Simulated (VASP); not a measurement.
# Bi (R-3m) in VASP: further runs

The runs below take Bi through single point, relaxation of cell and atoms, with LDA.

Everything below comes from runs of VASP 6.6.1. Logs are shortened: lines on timing, memory, paths and dates and some standing lists are left out, and cuts for length are marked.

## 1. The cell of the first run

The structure is trigonal, space group R-3m (No. 166). The conventional cell has a = 4.487 Å, b = 4.487 Å, c = 11.629 Å, α = 90.00°, β = 90.00°, γ = 120.00°. Bi (site symmetry 3m) has 6 Bi at 3.04 to 3.45 Å within 4.0 Å.

## 2. Single point, LDA

Contents of INCAR:

```
SYSTEM = Bi
PREC = Accurate
ENCUT = 520
EDIFF = 1E-6
ISMEAR = 0
SIGMA = 0.05
LREAL = .FALSE.
LASPH = .TRUE.
NELM = 60
ALGO = Normal
ISIF = 2
LWAVE = .FALSE.
LCHARG = .FALSE.
GGA = CA
NBANDS = 22
```

Contents of KPOINTS:

```
Automatic mesh
0
G
  6 6 6
  0 0 0
```

Contents of POSCAR:

```
Bi
1.0
    2.2435720234      1.2953269116      3.8763764003
   -2.2435720234      1.2953269116      3.8763764003
    0.0000000000     -2.5906538233      3.8763764003
Bi
2
Direct
    0.2352864984      0.2352864984      0.2352864984
    0.7647135016      0.7647135016      0.7647135016
```

Potentials or basis: VASP PAW LDA potentials, release 64 (Bi_d).

The run is started by

```console
$ cat potpaw_LDA.64/Bi_d/POTCAR > POTCAR
$ mpirun -np 1 vasp_std > vasp.out
```

OUTCAR:

```text
SYSTEM = Bi
   PREC = Accurate
   ENCUT = 520
   EDIFF = 1E-6
   ISMEAR = 0
   LREAL = .FALSE.
   LASPH = .TRUE.
   NELM = 60
   ISIF = 2
   GGA = CA

 ion  position               nearest neighbor table
   1  0.235  0.235  0.235-   2 3.04   2 3.04   2 3.04   2 3.45   2 3.45   2 3.45
   2  0.765  0.765  0.765-   1 3.04   1 3.04   1 3.04   1 3.45   1 3.45   1 3.45

  LATTYP: Found a trigonal (rhomboedric) cell.
 ALAT       =     4.6623793527
 COS(alpha) =     0.5368786381

  Lattice vectors:

 A1 = (   2.2435720234,   1.2953269116,   3.8763764003)
 A2 = (  -2.2435720234,   1.2953269116,   3.8763764003)
 A3 = (   0.0000000000,  -2.5906538233,   3.8763764003)

Analysis of symmetry for initial positions (statically):
=====================================================================
 Subroutine PRICEL returns:
 Original cell was already a primitive cell.

 Routine SETGRP: Setting up the symmetry group for a
 trigonal (rhombohedral) supercell.

 Subroutine GETGRP returns: Found 12 space group operations
 (whereof 12 operations were pure point group operations)
 out of a pool of 12 trial point group operations.

The static configuration has the point symmetry D_3d.

Analysis of symmetry for dynamics (positions and initial velocities):
=====================================================================
 Subroutine PRICEL returns:
 Original cell was already a primitive cell.

 Routine SETGRP: Setting up the symmetry group for a
 trigonal (rhombohedral) supercell.

 Subroutine GETGRP returns: Found 12 space group operations
 (whereof 12 operations were pure point group operations)
 out of a pool of 12 trial point group operations.

The dynamic configuration has the point symmetry D_3d.

 Subroutine INISYM returns: Found 12 space group operations
 (whereof 12 operations are pure point group operations),
 and found     1 'primitive' translations

----------------------------------------------------------------------------------------

                                     Primitive cell

  volume of cell :      67.5922

  direct lattice vectors                    reciprocal lattice vectors
     2.243572023  1.295326912  3.876376400     0.222858903  0.128667648  0.085990961
    -2.243572023  1.295326912  3.876376400    -0.222858903  0.128667648  0.085990961
     0.000000000 -2.590653823  3.876376400     0.000000000 -0.257335295  0.085990961

  length of vectors
     4.662379353  4.662379353  4.662379353     0.271322501  0.271322501  0.271322501

  position of ions in fractional coordinates (direct lattice)
     0.235286498  0.235286498  0.235286498
     0.764713502  0.764713502  0.764713502

  ion indices of the primitive-cell ions
   primitive index   ion index
                 1           1
                 2           2

----------------------------------------------------------------------------------------

 KPOINTS: Automatic mesh

Automatic generation of k-mesh.
 Grid dimensions read from file:
 generate k-points for:    6    6    6

 Generating k-lattice:

  Cartesian coordinates                     Fractional coordinates (reciprocal lattice)
     0.037143151  0.021444608  0.014331827     0.166666667  0.000000000  0.000000000
    -0.037143151  0.021444608  0.014331827     0.000000000  0.166666667  0.000000000
     0.000000000 -0.042889216  0.014331827     0.000000000  0.000000000  0.166666667

  Length of vectors
     0.045220417  0.045220417  0.045220417

  Shift w.r.t. Gamma in fractional coordinates (k-lattice)
     0.000000000  0.000000000  0.000000000

 Subroutine IBZKPT returns following result:
 ===========================================

 Found     32 irreducible k-points:

 Following reciprocal coordinates:
            Coordinates               Weight
  0.000000  0.000000  0.000000      1.000000
  0.166667  0.000000  0.000000      6.000000
  0.333333  0.000000  0.000000      6.000000
  0.500000  0.000000  0.000000      3.000000
  0.166667  0.166667  0.000000      6.000000
  0.333333  0.166667  0.000000     12.000000
[... 16 lines left out ...]
  0.500000  0.500000  0.166667      6.000000
 -0.333333  0.500000  0.166667     12.000000
 [... further k-points ...]
   k-points           NKPTS =     32   k-points in BZ     NKDIM =     32   number of bands    NBANDS=     22
   number of dos      NEDOS =    301   number of ions     NIONS =      2
   total plane-waves  NPLWV =  46656
   dimension x,y,z NGX =    36 NGY =   36 NGZ =   36
   dimension x,y,z NGXF=    72 NGYF=   72 NGZF=   72
   ions per type =               2
   NGX,Y,Z   is equivalent  to a cutoff of  12.84, 12.84, 12.84 a.u.
   NGXF,Y,Z  is equivalent  to a cutoff of  25.67, 25.67, 25.67 a.u.
 SYSTEM =  Bi
   PREC   = accura    normal or accurate (medium, high low for compatibility)
   ISTART =      0    job   : 0-new  1-cont  2-samecut
   ICHARG =      2    charge: 1-file 2-atom 10-const
   ISPIN  =      1    spin polarized calculation?
   LNONCOLLINEAR =      F non collinear calculations
   LSORBIT =      F    spin-orbit coupling
   LASPH  =      T    aspherical Exc in radial PAW
   ENCUT  =  520.0 eV  38.22 Ry    6.18 a.u.   8.67  8.67  8.67*2*pi/ulx,y,z
   NELM   =     60;   NELMIN=  2; NELMDL= -5     # of ELM steps
   EDIFF  = 0.1E-05   stopping-criterion for ELM
   LREAL  =      F    real-space projection
   EDIFFG = 0.1E-04   stopping-criterion for IOM
   NSW    =      0    number of steps for IOM
   IBRION =     -1    ionic relax: 0-MD 1-quasi-New 2-CG
   NFREE  =      0    steps in history (QN), initial steepest desc. (CG)
   ISIF   =      2    stress and relaxation
   ISYM   =      2    0-nonsym 1-usesym 2-fastsym
   POTIM  = 0.5000    time-step for ionic-motion
   TEBEG  =    0.0;   TEEND  =   0.0 temperature during run
   PSTRESS=    0.0 pullay stress
   NELECT =      30.0000    total number of electrons
   NUPDOWN=      -1.0000    fix difference up-down
   EMIN   =  10.00;   EMAX   =-10.00  energy-range for DOS
   EFERMI =   0.00;   METHOD = LEGACY
   ISMEAR =     0;   SIGMA  =   0.05  broadening in eV -4-tet -1-fermi 0-gaus
   EFERMI_NEDOS =   21; number of points for ismear=-14 and -15
   IALGO  =     38    algorithm
   IMIX   =      4    mixing-type and parameters
     AMIX     =   0.40;   BMIX     =  1.00
     AMIX_MAG =   1.60;   BMIX_MAG =  1.00
  volume/ion in A,a.u.               =      33.80       228.07
  Fermi-wavevector in a.u.,A,eV,Ry     =   1.248772  2.359836 21.217344  1.559431
  Thomas-Fermi vector in A             =   2.382843
   LORBIT       =      0    0 simple, 1 ext, 2 COOP (PROOUT), +10 PAW based schemes
   GGA     = CA    functional components
   LHFCALC =     F    Hartree Fock is set to
   AEXX    =    0.0000 exact exchange contribution
   IVDW    =     0    specifies the selected vdW correction
   LEPSILON=     F    determine dielectric tensor
   LRPA    =     F    only Hartree local field effects (RPA)
 non-spin polarized calculation
 Gauss-broadening in eV      SIGMA  =   0.05
  energy-cutoff  :      520.00
  volume of cell :       67.59
 maximum number of plane-waves:      1851
 NGX is ok and might be reduce to    36
   NGX = 17   NGY = 17   NGZ = 17

 number of electron      30.0000009 magnetization

 Free energy of the ion-electron system (eV)
  ---------------------------------------------------
  ext. energy  EPLUGINS =         0.00000000
  ---------------------------------------------------
  free energy    TOTEN  =        -9.14303985 eV

  energy without entropy =       -9.14207050  energy(sigma->0) =       -9.14255517

 E-fermi :   6.4739     XC(G=0):  -9.9878

 val. band max:        6.4697956195   @ k =  -0.3333   0.5000   0.3333
 cond. band min:       6.9851832638   @ k =   0.5000   0.0000   0.0000
 fundamental gap:      0.5153876443
 Fermi energy:         6.4739226432

 k-point     1 :       0.0000    0.0000    0.0000
  band No.  band energies     occupation
      1     -16.3889      2.00000
      2     -16.3889      2.00000
      3     -16.2172      2.00000
      4     -16.2172      2.00000
      5     -16.2021      2.00000
      6     -16.0075      2.00000
[... 14 lines left out ...]
     21      12.3333      0.00000
     22      12.8596      0.00000

 k-point     2 :       0.1667    0.0000    0.0000
  band No.  band energies     occupation
      1     -16.3654      2.00000
      2     -16.3599      2.00000
      3     -16.2071      2.00000
      4     -16.2001      2.00000
      5     -16.1865      2.00000
      6     -16.0226      2.00000
[... 14 lines left out ...]
     21      12.7122      0.00000
     22      14.7006      0.00000

 k-point     3 :       0.3333    0.0000    0.0000
  band No.  band energies     occupation
      1     -16.3077      2.00000
      2     -16.2812      2.00000
      3     -16.1856      2.00000
      4     -16.1557      2.00000
      5     -16.1425      2.00000
      6     -16.0721      2.00000
[... 14 lines left out ...]
     21      14.1335      0.00000
     22      17.1074      0.00000

 k-point     4 :       0.5000    0.0000    0.0000
  band No.  band energies     occupation
      1     -16.2684      2.00000
      2     -16.1960      2.00000
      3     -16.1721      2.00000
      4     -16.1525      2.00000
      5     -16.1107      2.00000
      6     -16.0944      2.00000
[... 14 lines left out ...]
     21      15.7772      0.00000
     22      16.0406      0.00000

 k-point     5 :       0.1667    0.1667    0.0000
  band No.  band energies     occupation
      1     -16.3850      2.00000
      2     -16.3298      2.00000
      3     -16.2176      2.00000
      4     -16.1907      2.00000
      5     -16.1783      2.00000
      6     -16.0296      2.00000
[... 417 lines left out ...]
 k-point    22 :      -0.1667    0.3333    0.1667
  band No.  band energies     occupation
      1     -16.3420      2.00000
      2     -16.2037      2.00000
      3     -16.1889      2.00000
      4     -16.1466      2.00000
      5     -16.1220      2.00000
      6     -16.0927      2.00000
[... 14 lines left out ...]
     21      15.1524      0.00000
     22      15.8335      0.00000

 k-point    23 :       0.5000    0.5000    0.1667
  band No.  band energies     occupation
      1     -16.3533      2.00000
      2     -16.2406      2.00000
      3     -16.2153      2.00000
      4     -16.1329      2.00000
      5     -16.1242      2.00000
      6     -16.0713      2.00000
[... 14 lines left out ...]
     21      15.9824      0.00000
     22      17.1044      0.00000

 k-point    24 :      -0.3333    0.5000    0.1667
  band No.  band energies     occupation
      1     -16.3392      2.00000
      2     -16.2390      2.00000
      3     -16.1997      2.00000
      4     -16.1425      2.00000
      5     -16.1012      2.00000
      6     -16.0902      2.00000
[... 14 lines left out ...]
     21      16.8063      0.00000
     22      16.9994      0.00000

 [... further k-points ...]
[... 5 lines left out ...]
  --------------------------------------------------------------------------------------
  -------------------------------------------------------------------------------------
  Total        0.0484977      0.0484977      0.0332701      0.0000000     -0.0000000      0.0000000
  in kB        1.1495682      1.1495682      0.7886214      0.0000000     -0.0000000      0.0000000
  external PRESSURE =       1.0292526 kB  Pullay stress =       0.0000000 kB

 VOLUME and BASIS-vectors are now :
 -----------------------------------------------------------------------------
  energy-cutoff  :      520.00
  volume of cell :       67.59
      direct lattice vectors                 reciprocal lattice vectors
     2.243572023  1.295326912  3.876376400     0.222858903  0.128667648  0.085990961
    -2.243572023  1.295326912  3.876376400    -0.222858903  0.128667648  0.085990961
     0.000000000 -2.590653823  3.876376400     0.000000000 -0.257335295  0.085990961

 POSITION                                       TOTAL-FORCE (eV/Angst)
 -----------------------------------------------------------------------------------
      0.00000     -0.00000      2.73618         0.000000     -0.000000      0.019743
      0.00000     -0.00000      8.89295         0.000000      0.000000     -0.019743
 -----------------------------------------------------------------------------------
    total drift:                               -0.000000      0.000000      0.000000

  FREE ENERGIE OF THE ION-ELECTRON SYSTEM (eV)
  ---------------------------------------------------
  free  energy   TOTEN  =        -9.1430398473 eV

  energy  without entropy=       -9.1420705022  energy(sigma->0) =       -9.14255517
```

Run time: 14 s. Hardware: 1 thread of Intel Xeon 6975P-C (Granite Rapids), shared host; peak memory 0.18 GiB.

Results:

```yaml
Free_energy: -9.1430 eV
Pressure: 0.1 GPa
Largest_force: 0.020 eV/Å
Band_gap_on_the_k_mesh: zero (band 15 reaches 6.47 eV, above the bottom of band 16 at 6.31 eV)
```

Forces in eV/Å, atoms in the order of the input:
```
Bi   0.000  0.000  0.020
Bi   0.000  0.000 -0.020
```

Caveat: spin-orbit coupling is left out, which moves the levels of the heavy elements.

## 3. Relaxation of cell and atoms, LDA

This run uses another cell than the first one, of 35.07 Å³/atom, 1.038 times its volume.

Contents of INCAR:

```
  PREC = Accurate
  ENCUT = 600
  EDIFF = 1E-7
  ISMEAR = 0
  SIGMA = 0.05
  LREAL = F
  LASPH = T
  NELM = 80
  ALGO = Normal
  ISIF = 3
  LWAVE = F
  LCHARG = F
  IBRION = 2
  NSW = 80
  EDIFFG = -0.02
```

Contents of KPOINTS:

```
Automatic mesh
0
Gamma
  6 6 6
```

Contents of POSCAR:

```
Bi
1.0
    2.2675000000      1.3091400000      3.9380000000
   -2.2675000000      1.3091400000      3.9380000000
    0.0000000000     -2.6182800000      3.9380000000
Bi
2
Direct
    0.2340000000      0.2340000000      0.2340000000
    0.7660000000      0.7660000000      0.7660000000
```

Potentials or basis: VASP PAW LDA potentials, release 64 (Bi_d).

The run is started by

```console
$ cat potpaw_LDA.64/Bi_d/POTCAR > POTCAR
$ mpirun -np 1 vasp_std > vasp.out
```

OUTCAR:

```text
PREC = Accurate
   ENCUT = 600
   EDIFF = 1E-7
   ISMEAR = 0
   LREAL = F
   LASPH = T
   NELM = 80
   ISIF = 3
   IBRION = 2
   NSW = 80
   EDIFFG = -0.02

 ion  position               nearest neighbor table
   1  0.234  0.234  0.234-   2 3.06   2 3.06   2 3.06   2 3.52   2 3.52   2 3.52
   2  0.766  0.766  0.766-   1 3.06   1 3.06   1 3.06   1 3.52   1 3.52   1 3.52

  LATTYP: Found a trigonal (rhomboedric) cell.
 ALAT       =     4.7289795717
 COS(alpha) =     0.5401780369

  Lattice vectors:

 A1 = (   2.2675000000,   1.3091400000,   3.9380000000)
 A2 = (  -2.2675000000,   1.3091400000,   3.9380000000)
 A3 = (   0.0000000000,  -2.6182800000,   3.9380000000)

Analysis of symmetry for initial positions (statically):
=====================================================================
 Subroutine PRICEL returns:
 Original cell was already a primitive cell.

[... 212 lines left out ...]
 cond. band min:       7.1445898390   @ k =   0.5000  -0.0000   0.0000
 fundamental gap:      0.5810815471
 Fermi energy:         6.5716138631

 k-point     1 :       0.0000    0.0000    0.0000
  band No.  band energies     occupation
      1     -16.3160      2.00000
      2     -16.3160      2.00000
      3     -16.1374      2.00000
      4     -16.1374      2.00000
      5     -16.1180      2.00000
      6     -15.9175      2.00000
[... 662 lines left out ...]
--------------------------------------- Ionic step        6  -------------------------------------------

 number of electron      29.9999999 magnetization

 Free energy of the ion-electron system (eV)
  ---------------------------------------------------
  ext. energy  EPLUGINS =         0.00000000
  ---------------------------------------------------
  free energy    TOTEN  =        -9.14348005 eV

  energy without entropy =       -9.14251663  energy(sigma->0) =       -9.14299834

 E-fermi :   6.4457     XC(G=0):  -9.9750

 val. band max:        6.4417792252   @ k =  -0.3333   0.5000   0.3333
 cond. band min:       6.9339546577   @ k =   0.5000  -0.0000   0.0000
 fundamental gap:      0.4921754325
 Fermi energy:         6.4457362166

 k-point     1 :       0.0000    0.0000    0.0000
  band No.  band energies     occupation
      1     -16.4161      2.00000
      2     -16.4160      2.00000
      3     -16.2455      2.00000
      4     -16.2455      2.00000
      5     -16.2315      2.00000
      6     -16.0379      2.00000
[... 548 lines left out ...]
  FREE ENERGIE OF THE ION-ELECTRON SYSTEM (eV)
  ---------------------------------------------------
  free  energy   TOTEN  =        -9.1434800463 eV

  energy  without entropy=       -9.1425166305  energy(sigma->0) =       -9.14299834

 reached required accuracy - stopping structural energy minimisation
```

OSZICAR:

```text
N       E                     dE             d eps       ncg     rms          rms(c)
DAV:   1     0.302816004496E+03    0.30282E+03   -0.17966E+04  1216   0.208E+03
DAV:   2     0.161791503921E+02   -0.28664E+03   -0.28253E+03  1222   0.476E+02
[... 50 lines left out ...]
   5 F= -.91434723E+01 E0= -.91429929E+01  d E =-.181870E-02
       N       E                     dE             d eps       ncg     rms          rms(c)
DAV:   1    -0.914353280090E+01   -0.60502E-04   -0.18217E-02  1706   0.113E+00    0.443E-02
DAV:   2    -0.914349064475E+01    0.42156E-04   -0.33977E-04  1459   0.233E-01    0.183E-02
DAV:   3    -0.914347978889E+01    0.10856E-04   -0.70358E-05  1515   0.121E-01    0.292E-03
DAV:   4    -0.914347998989E+01   -0.20100E-06   -0.29373E-06  1298   0.172E-02    0.157E-03
DAV:   5    -0.914348004630E+01   -0.56405E-07   -0.23278E-07   996   0.533E-03
   6 F= -.91434800E+01 E0= -.91429983E+01  d E =-.182645E-02
```

CONTCAR:

```text
Bi
   1.00000000000000
     2.2425863485000899    1.2947561537638959    3.8904646840611172
    -2.2425863485000899    1.2947561537638959    3.8904646840611172
     0.0000000000000000   -2.5895123075277917    3.8904646840611172
  Bi
     2
Direct
     0.2353422098912828    0.2353422098912828    0.2353422098912828
     0.7646577901087172    0.7646577901087172    0.7646577901087172

  0.00000000E+00  0.00000000E+00  0.00000000E+00
  0.00000000E+00  0.00000000E+00  0.00000000E+00
```

It took 1.8 min on 1 thread of Intel Xeon 6975P-C (Granite Rapids), shared host; peak memory 0.22 GiB.

What came out:

- Free energy: -9.1435 eV
- Relaxed volume: 33.89 Å³/atom
- Relaxed cell: a = 4.673 Å, b = 4.673 Å, c = 4.673 Å, α = 57.35°, β = 57.35°, γ = 57.35°
- Space group after relaxing (to 0.05 Å): R-3m (No. 166)
- Energy gained by relaxing: 5.2 meV/atom
- Ionic steps: 6
- Pressure after relaxing: 0.0 GPa
- Band gap on the k mesh: zero (band 15 reaches 6.44 eV, above the bottom of band 16 at 6.27 eV)

Stress tensor (GPa, compression positive):
```
 0.08  0.00  0.00
 0.00  0.08  0.00
 0.00  0.00 -0.07
```

Step by step:
| step | energy change (eV) | largest force (eV/Å) | pressure (GPa) | volume (Å³) |
| --- | --- | --- | --- | --- |
| 1 | 0.0000 | 0.0108 | -1.40 | 70.14 |
| 2 | -0.0051 | 0.1943 | 0.96 | 67.07 |
| 3 | -0.0086 | 0.1121 | -0.02 | 68.24 |
| 4 | -0.0095 | 0.0760 | -0.01 | 68.09 |
| 5 | -0.0104 | 0.0093 | 0.01 | 67.75 |
| 6 | -0.0104 | 0.0012 | 0.03 | 67.78 |

Final structure:
```xyz
2
Lattice="2.2426 1.2948 3.8905 -2.2426 1.2948 3.8905 0.0000 -2.5895 3.8905" Properties=species:S:1:pos:R:3 pbc="T T T"
Bi    0.0000    0.0000    2.7468
Bi    0.0000    0.0000    8.9246
```

Levels at points of the mesh, in eV from the Fermi level:
```tsv
k point	band 13	band 14	band 15	band 16	band 17	band 18
(0.00, 0.00, 0.00)	-1.52	-1.19	-1.19	2.72	3.11	3.11
(0.50, 0.00, 0.00)	-1.23	-1.07	-0.20	-0.17	0.49	0.98
(0.50, 0.50, 0.00)	-4.85	-3.12	-2.96	2.45	5.16	5.58
(0.50, 0.50, 0.50)	-0.78	-0.50	-0.50	0.68	0.68	0.80
```

Caveat: spin-orbit coupling is left out, which moves the levels of the heavy elements.
